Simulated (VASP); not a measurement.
# Te2Mo (Fm-3m) in VASP: single point with HSE06

Aim: the single point of Te2Mo with HSE06.

All numbers are computed with VASP 6.6.1; they aren't measurements. Logs are shortened: lines on timing, memory, paths and dates and some standing lists are left out, and cuts for length are marked.

### Step 1. The cell of the first run

Symmetry: Fm-3m, No. 225, cubic system. Conventional cell: a = 6.630 Å, b = 6.630 Å, c = 6.630 Å, α = 90.00°, β = 90.00°, γ = 90.00°. Mo (site symmetry m-3m) has 8 Te at 2.87 Å within 3.8 Å. Te (site symmetry -43m) has 4 Mo at 2.87 Å and 6 Te at 3.31 Å within 3.8 Å.

### Step 2. Single point, HSE06

Contents of POSCAR:

```
Te2Mo
1.0
    0.0000000000      3.3148317929      3.3148317929
    3.3148317929      0.0000000000      3.3148317929
    3.3148317929      3.3148317929      0.0000000000
Mo Te
1 2
Direct
    0.0000000000      0.0000000000      0.0000000000
    0.2500000000      0.2500000000      0.2500000000
    0.7500000000      0.7500000000      0.7500000000
```

Contents of INCAR.step1:

```
SYSTEM = Te2Mo
PREC     = Accurate       ! precision mode
ENCUT    = 520            ! plane-wave cutoff, eV
EDIFF    = 1E-5           ! SCF threshold, eV
ISMEAR   = 1              ! smearing method
SIGMA    = 0.05           ! smearing width, eV
LREAL    = .FALSE.        ! projectors in reciprocal space
LASPH    = .TRUE.         ! aspherical terms in the spheres
NELM     = 100            ! most SCF steps
ALGO     = Normal         ! electronic algorithm
ISIF     = 2              ! what is computed and relaxed
LWAVE    = .TRUE.         ! write WAVECAR
LCHARG   = .FALSE.        ! write CHGCAR
NBANDS   = 20             ! bands
GGA      = PE             ! functional
```

Contents of INCAR.step2:

```
SYSTEM = Te2Mo
PREC     = Accurate       ! precision mode
ENCUT    = 520            ! plane-wave cutoff, eV
EDIFF    = 1E-6           ! SCF threshold, eV
ISMEAR   = 1              ! smearing method
SIGMA    = 0.05           ! smearing width, eV
LREAL    = .FALSE.        ! projectors in reciprocal space
LASPH    = .TRUE.         ! aspherical terms in the spheres
NELM     = 100            ! most SCF steps
ALGO     = Normal         ! electronic algorithm
ISIF     = 2              ! what is computed and relaxed
LWAVE    = .FALSE.        ! write WAVECAR
LCHARG   = .FALSE.        ! write CHGCAR
GGA      = PE             ! functional
LHFCALC  = .TRUE.         ! exact exchange
HFSCREEN = 0.2079         ! screening, 1/A
PRECFOCK = Normal       
NBANDS   = 20             ! bands
ISTART   = 1
```

Contents of KPOINTS:

```
Automatic mesh
0
G
  4 4 4
  0 0 0
```

Potentials or basis: VASP PAW PBE potentials, release 64 (Mo_sv, Te).

Launch:

```console
$ cat potpaw_PBE.64/Mo_sv/POTCAR potpaw_PBE.64/Te/POTCAR > POTCAR
$ cp INCAR.step1 INCAR
$ mpirun -np 1 vasp_std > vasp.out
$ cp INCAR.step2 INCAR
$ mpirun -np 1 vasp_std > vasp.out
```

OUTCAR:

```text
SYSTEM = Te2Mo
   PREC = Accurate
   ENCUT = 520
   EDIFF = 1E-6
   ISMEAR = 1
   LREAL = .FALSE.
   LASPH = .TRUE.
   NELM = 100
   ISIF = 2
   GGA = PE
   LHFCALC = .TRUE.
   HFSCREEN = 0.2079
   PRECFOCK = Normal
   ISTART = 1

 ion  position               nearest neighbor table
   1  0.000  0.000  0.000-   2 2.87   3 2.87   3 2.87   3 2.87   3 2.87   2 2.87   2 2.87   2 2.87

   2  0.250  0.250  0.250-   1 2.87   1 2.87   1 2.87   1 2.87   3 3.31   3 3.31   3 3.31   3 3.31
                             3 3.31   3 3.31
   3  0.750  0.750  0.750-   1 2.87   1 2.87   1 2.87   1 2.87   2 3.31   2 3.31   2 3.31   2 3.31
                             2 3.31   2 3.31

  LATTYP: Found a face centered cubic cell.
 ALAT       =     6.6296635858

  Lattice vectors:

 A1 = (   0.0000000000,   3.3148317929,   3.3148317929)
 A2 = (   3.3148317929,   0.0000000000,   3.3148317929)
 A3 = (   3.3148317929,   3.3148317929,   0.0000000000)

Analysis of symmetry for initial positions (statically):
=====================================================================
 Subroutine PRICEL returns:
 Original cell was already a primitive cell.

 Routine SETGRP: Setting up the symmetry group for a
 face centered cubic supercell.

 Subroutine GETGRP returns: Found 48 space group operations
 (whereof 48 operations were pure point group operations)
 out of a pool of 48 trial point group operations.

The static configuration has the point symmetry O_h .

Analysis of symmetry for dynamics (positions and initial velocities):
=====================================================================
 Subroutine PRICEL returns:
 Original cell was already a primitive cell.

 Routine SETGRP: Setting up the symmetry group for a
 face centered cubic supercell.

 Subroutine GETGRP returns: Found 48 space group operations
 (whereof 48 operations were pure point group operations)
 out of a pool of 48 trial point group operations.

The dynamic configuration has the point symmetry O_h .

 Subroutine INISYM returns: Found 48 space group operations
 (whereof 48 operations are pure point group operations),
 and found     1 'primitive' translations

----------------------------------------------------------------------------------------

                                     Primitive cell

  volume of cell :      72.8475

  direct lattice vectors                    reciprocal lattice vectors
     0.000000000  3.314831793  3.314831793    -0.150837216  0.150837216  0.150837216
     3.314831793  0.000000000  3.314831793     0.150837216 -0.150837216  0.150837216
     3.314831793  3.314831793  0.000000000     0.150837216  0.150837216 -0.150837216

  length of vectors
     4.687880079  4.687880079  4.687880079     0.261257722  0.261257722  0.261257722

  position of ions in fractional coordinates (direct lattice)
     0.000000000  0.000000000  0.000000000
     0.250000000  0.250000000  0.250000000
     0.750000000  0.750000000  0.750000000

  ion indices of the primitive-cell ions
   primitive index   ion index
                 1           1
                 2           2
                 3           3

----------------------------------------------------------------------------------------

 KPOINTS: Automatic mesh

Automatic generation of k-mesh.
 Grid dimensions read from file:
 generate k-points for:    4    4    4

 Generating k-lattice:

  Cartesian coordinates                     Fractional coordinates (reciprocal lattice)
    -0.037709304  0.037709304  0.037709304     0.250000000  0.000000000  0.000000000
     0.037709304 -0.037709304  0.037709304     0.000000000  0.250000000  0.000000000
     0.037709304  0.037709304 -0.037709304     0.000000000  0.000000000  0.250000000

  Length of vectors
     0.065314431  0.065314431  0.065314431

  Shift w.r.t. Gamma in fractional coordinates (k-lattice)
     0.000000000  0.000000000  0.000000000

 Subroutine IBZKPT returns following result:
 ===========================================

 Found      8 irreducible k-points:

 Following reciprocal coordinates:
            Coordinates               Weight
  0.000000  0.000000  0.000000      1.000000
  0.250000  0.000000  0.000000      8.000000
  0.500000  0.000000  0.000000      4.000000
  0.250000  0.250000  0.000000      6.000000
  0.500000  0.250000  0.000000     24.000000
 -0.250000  0.250000  0.000000     12.000000
  0.500000  0.500000  0.000000      3.000000
 -0.250000  0.500000  0.250000      6.000000
   k-points           NKPTS =      8   k-points in BZ     NKDIM =     64   number of bands    NBANDS=     20
   number of dos      NEDOS =    301   number of ions     NIONS =      3
   total plane-waves  NPLWV =  46656
   dimension x,y,z NGX =    36 NGY =   36 NGZ =   36
   dimension x,y,z NGXF=    72 NGYF=   72 NGZF=   72
   ions per type =               1   2
   NGX,Y,Z   is equivalent  to a cutoff of  12.77, 12.77, 12.77 a.u.
   NGXF,Y,Z  is equivalent  to a cutoff of  25.53, 25.53, 25.53 a.u.
 SYSTEM =  Te2Mo
   PREC   = accura    normal or accurate (medium, high low for compatibility)
   ISTART =      1    job   : 0-new  1-cont  2-samecut
   ICHARG =      0    charge: 1-file 2-atom 10-const
   ISPIN  =      1    spin polarized calculation?
   LNONCOLLINEAR =      F non collinear calculations
   LSORBIT =      F    spin-orbit coupling
   LASPH  =      T    aspherical Exc in radial PAW
   ENCUT  =  520.0 eV  38.22 Ry    6.18 a.u.   8.72  8.72  8.72*2*pi/ulx,y,z
   NELM   =    100;   NELMIN=  2; NELMDL=  0     # of ELM steps
   EDIFF  = 0.1E-05   stopping-criterion for ELM
   LREAL  =      F    real-space projection
   EDIFFG = 0.1E-04   stopping-criterion for IOM
   NSW    =      0    number of steps for IOM
   IBRION =     -1    ionic relax: 0-MD 1-quasi-New 2-CG
   NFREE  =      0    steps in history (QN), initial steepest desc. (CG)
   ISIF   =      2    stress and relaxation
   ISYM   =      3    0-nonsym 1-usesym 2-fastsym
   POTIM  = 0.5000    time-step for ionic-motion
   TEBEG  =    0.0;   TEEND  =   0.0 temperature during run
   PSTRESS=    0.0 pullay stress
   NELECT =      26.0000    total number of electrons
   NUPDOWN=      -1.0000    fix difference up-down
   EMIN   =  10.00;   EMAX   =-10.00  energy-range for DOS
   EFERMI =   0.00;   METHOD = LEGACY
   ISMEAR =     1;   SIGMA  =   0.05  broadening in eV -4-tet -1-fermi 0-gaus
   EFERMI_NEDOS =   21; number of points for ismear=-14 and -15
   IALGO  =     38    algorithm
   IMIX   =      1    mixing-type and parameters
     AMIX     =   0.40;   BMIX     =  1.00
     AMIX_MAG =   1.60;   BMIX_MAG =  1.00
  volume/ion in A,a.u.               =      24.28       163.87
  Fermi-wavevector in a.u.,A,eV,Ry     =   1.161256  2.194455 18.347652  1.348514
  Thomas-Fermi vector in A             =   2.297829
   LORBIT       =      0    0 simple, 1 ext, 2 COOP (PROOUT), +10 PAW based schemes
   GGA     = PE    functional components
   LHFCALC =     T    Hartree Fock is set to
   PRECFOCK=normal    Normal, Fast or Accurate (Low or Medium for compatibility)
   ENCUT4O =  -1.0   cutoff for four orbital integrals eV
   NKREDX  =     1    reduce k-point grid by
   NKREDY  =     1    reduce k-point grid by
   NKREDZ  =     1    reduce k-point grid by
   AEXX    =    0.2500 exact exchange contribution
   HFSCREEN=    0.2079 screening length (either q_TF or 0.3 A-1)
   HFSCREENC=   0.2079 screening length for correlation (either q_TF or 0.3 A-1)
   ENCUTFOCK=  -1.0 apply spherical cutoff to Coloumb kernel
   IVDW    =     0    specifies the selected vdW correction
   LEPSILON=     F    determine dielectric tensor
   LRPA    =     F    only Hartree local field effects (RPA)
 non-spin polarized calculation
 Methfessel and Paxton  Order N= 1 SIGMA  =   0.05
  energy-cutoff  :      520.00
  volume of cell :       72.85
 maximum number of plane-waves:      1964
 NGX is ok and might be reduce to    36
  NGX = 28; NGY = 28; NGZ = 28

 number of electron      26.0000001 magnetization

 Free energy of the ion-electron system (eV)
  ---------------------------------------------------
  ext. energy  EPLUGINS =         0.00000000
  ---------------------------------------------------
  free energy    TOTEN  =       -19.83813788 eV

  energy without entropy =      -19.83435723  energy(sigma->0) =      -19.83687766

 E-fermi :   8.5000     XC(G=0):  -8.7759

 val. band max:        8.3877725998   @ k =   0.2500   0.2500   0.0000
 cond. band min:       8.5156466492   @ k =   0.5000   0.2500   0.0000
 fundamental gap:      0.1278740494
 Fermi energy:         8.5000111098

 k-point     1 :       0.0000    0.0000    0.0000
  band No.  band energies     occupation
      1     -56.0319      2.00000
      2     -28.7461      2.00000
      3     -28.7461      2.00000
      4     -28.7461      2.00000
      5      -6.4930      2.00000
      6      -1.3189      2.00000
[... 12 lines left out ...]
     19      12.5389      0.00000
     20      12.5389      0.00000

 k-point     2 :       0.2500    0.0000    0.0000
  band No.  band energies     occupation
      1     -56.0320      2.00000
      2     -28.7499      2.00000
      3     -28.7475      2.00000
      4     -28.7475      2.00000
      5      -5.9039      2.00000
      6      -2.5805      2.00000
[... 12 lines left out ...]
     19      14.5437      0.00000
     20      14.5437      0.00000

 k-point     3 :       0.5000    0.0000    0.0000
  band No.  band energies     occupation
      1     -56.0321      2.00000
      2     -28.7535      2.00000
      3     -28.7488      2.00000
      4     -28.7488      2.00000
      5      -4.6101      2.00000
      6      -4.1963      2.00000
[... 12 lines left out ...]
     19      16.5455      0.00000
     20      16.6211      0.00000

 k-point     4 :       0.2500    0.2500    0.0000
  band No.  band energies     occupation
      1     -56.0320      2.00000
      2     -28.7507      2.00000
      3     -28.7479      2.00000
      4     -28.7479      2.00000
      5      -5.7241      2.00000
      6      -2.6456      2.00000
[... 12 lines left out ...]
     19      16.0162      0.00000
     20      16.4104      0.00000

 k-point     5 :       0.5000    0.2500    0.0000
  band No.  band energies     occupation
      1     -56.0321      2.00000
      2     -28.7529      2.00000
      3     -28.7503      2.00000
      4     -28.7492      2.00000
      5      -4.6792      2.00000
      6      -3.7204      2.00000
[... 12 lines left out ...]
     19      16.6114      0.00000
     20      17.5028      0.00000

 k-point     6 :      -0.2500    0.2500    0.0000
  band No.  band energies     occupation
      1     -56.0321      2.00000
      2     -28.7517      2.00000
      3     -28.7501      2.00000
      4     -28.7489      2.00000
      5      -5.0524      2.00000
      6      -3.4900      2.00000
[... 12 lines left out ...]
     19      15.5291      0.00000
     20      15.9835      0.00000

 k-point     7 :       0.5000    0.5000    0.0000
  band No.  band energies     occupation
      1     -56.0322      2.00000
      2     -28.7543      2.00000
      3     -28.7496      2.00000
      4     -28.7496      2.00000
      5      -4.5621      2.00000
      6      -3.4295      2.00000
[... 12 lines left out ...]
     19      15.6152      0.00000
     20      16.7341      0.00000

 k-point     8 :      -0.2500    0.5000    0.2500
  band No.  band energies     occupation
      1     -56.0322      2.00000
      2     -28.7521      2.00000
      3     -28.7521      2.00000
      4     -28.7500      2.00000
      5      -4.0789      2.00000
      6      -4.0789      2.00000
[... 12 lines left out ...]
     19      14.3540      0.00000
     20      17.0232      0.00000

------------------------ aborting loop because EDIFF is reached ----------------------------------------

  FORCE on cell =-STRESS in cart. coord.  units (eV):
  Direction    XX          YY          ZZ          XY          YZ          ZX
  --------------------------------------------------------------------------------------
  -------------------------------------------------------------------------------------
  Total       -1.0073112     -1.0073112     -1.0073112      0.0000000     -0.0000000      0.0000000
  in kB      -22.1543891    -22.1543891    -22.1543891      0.0000000     -0.0000000      0.0000000
  external PRESSURE =     -22.1543891 kB  Pullay stress =       0.0000000 kB

 VOLUME and BASIS-vectors are now :
 -----------------------------------------------------------------------------
  energy-cutoff  :      520.00
  volume of cell :       72.85
      direct lattice vectors                 reciprocal lattice vectors
     0.000000000  3.314831793  3.314831793    -0.150837216  0.150837216  0.150837216
     3.314831793  0.000000000  3.314831793     0.150837216 -0.150837216  0.150837216
     3.314831793  3.314831793  0.000000000     0.150837216  0.150837216 -0.150837216

 POSITION                                       TOTAL-FORCE (eV/Angst)
 -----------------------------------------------------------------------------------
      0.00000      0.00000      0.00000         0.000000     -0.000000      0.000000
      1.65742      1.65742      1.65742         0.000000     -0.000000      0.000000
      4.97225      4.97225      4.97225        -0.000000      0.000000     -0.000000
 -----------------------------------------------------------------------------------
    total drift:                                0.000000      0.000000      0.000000

  FREE ENERGIE OF THE ION-ELECTRON SYSTEM (eV)
  ---------------------------------------------------
  free  energy   TOTEN  =       -19.8381378825 eV

  energy  without entropy=      -19.8343572251  energy(sigma->0) =      -19.83687766
```

Wall time 49 min (1 thread of AMD EPYC 7R13, shared host); peak memory 0.3 GiB.

What came out:

```
Free energy            : -19.8381 eV
Pressure               : -2.2 GPa
Band gap on the k mesh : zero (band 13 reaches 8.86 eV, above the bottom of band 14 at 8.03 eV)
```

Levels at points of the mesh, in eV from the Fermi level:
| k point | band 10 | band 11 | band 12 | band 13 | band 14 | band 15 | band 16 | band 17 |
| --- | --- | --- | --- | --- | --- | --- | --- | --- |
| (0.00, 0.00, 0.00) | -0.85 | -0.85 | 0.35 | 0.35 | 0.35 | 4.03 | 4.03 | 4.03 |
| (0.50, 0.00, 0.00) | -2.76 | -2.76 | -2.40 | -0.47 | -0.47 | 1.85 | 3.95 | 3.95 |
| (0.50, 0.50, 0.00) | -1.89 | -1.89 | -0.87 | -0.24 | 1.83 | 2.82 | 4.57 | 4.58 |

Caveat: the k points lie up to 0.41 Å⁻¹ apart; the PAW data sets were made with another functional, which shifts forces and pressure a little; spin-orbit coupling is left out, which moves the levels of the heavy elements.
